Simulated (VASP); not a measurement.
**MgO: single point with PBE**

Crystal: MgO.

```
Mg O
1.0
     3.30779    0.00000    0.00000
    -1.65389    2.86463    0.00000
     0.00000    0.00000    4.98288
Mg O
2 2
Cartesian
  1.6539 0.9549 2.5022
  0.0000 1.9098 0.0108
  1.6539 0.9549 4.4968
  0.0000 1.9098 2.0053
```

* Program: VASP 6.6.1
* Task: single point
* Functional: PBE
* Potentials or basis: VASP PAW PBE potentials, release 64 (Mg, O)
* Cutoff: 520 eV
* k mesh: 9 × 9 × 6
* Occupations: fermi-dirac, width 0.05 eV
* Spin: no spin polarisation

```json
{
 "Pressure": "2.9 GPa",
 "Largest force": "0.008 eV/Å",
 "Band gap on the k mesh": "3.46 eV, direct"
}
```

Forces on the atoms (eV/Å):
```
Mg   0.000  0.000  0.008
Mg   0.000  0.000  0.008
O    0.000  0.000 -0.008
O    0.000  0.000 -0.008
```

Stress tensor (GPa, compression positive):
```
2.86 0.00 0.00
0.00 2.86 0.00
0.00 0.00 3.08
```

Levels at points of the mesh, in eV from the valence-band top:
| k point | band 6 | band 7 | band 8 | band 9 | band 10 | band 11 |
| --- | --- | --- | --- | --- | --- | --- |
| (0.00, 0.00, 0.00) | -0.45 | -0.45 | 0.00 | 3.46 | 8.51 | 10.34 |
| (0.00, 0.00, 0.50) | -0.62 | -0.62 | -0.62 | 5.98 | 5.98 | 13.22 |

It used 33 s of CPU time on 1 thread of Intel Xeon 6975P-C, on a shared host.

A k mesh can miss the band edges. PBE gaps usually lie below the measured ones, often by a third to a half.
